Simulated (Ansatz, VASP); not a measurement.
## Ag: VASP beside Ansatz

```
Ag
1.0
    -1.61271    1.61271    1.61271
     1.61271   -1.61271    1.61271
     1.61271    1.61271   -1.61271
Ag
1
Cartesian
  0.0000 0.0000 0.0000
```

Alike in both runs: functional PBEsol; k mesh 18 × 18 × 18; occupations fermi-dirac, width 0.08 eV; no spin polarisation.

Ansatz relaxed the structure, and its values are those at the end. VASP's run is a single point on that final structure, the one shown.

|  | VASP | Ansatz |
| --- | --- | --- |
| version | VASP 6.6.1 | Ansatz 0.2.0 |
| potentials or method | VASP PAW PBE potentials, release 64 (Ag) | PAW with Ansatz's default frozen-core files, scalar-relativistic |
| plane-wave cutoff (eV) | 520 | 420 |
| valence electrons in the cell | 11 | 19 |

```csv
,VASP,Ansatz,Ansatz less VASP
gap on the k mesh at the Fermi level (eV),none,none,-
pressure (GPa),-0.2,0.0,+0.21
```

VASP's potentials were made for PBE, not for PBEsol. A gap of «none» marks a metal or a gap that the smearing closes. VASP's potentials hold 11 valence electrons a cell and Ansatz's 19, so a difference there can come from the potentials and not from the codes.
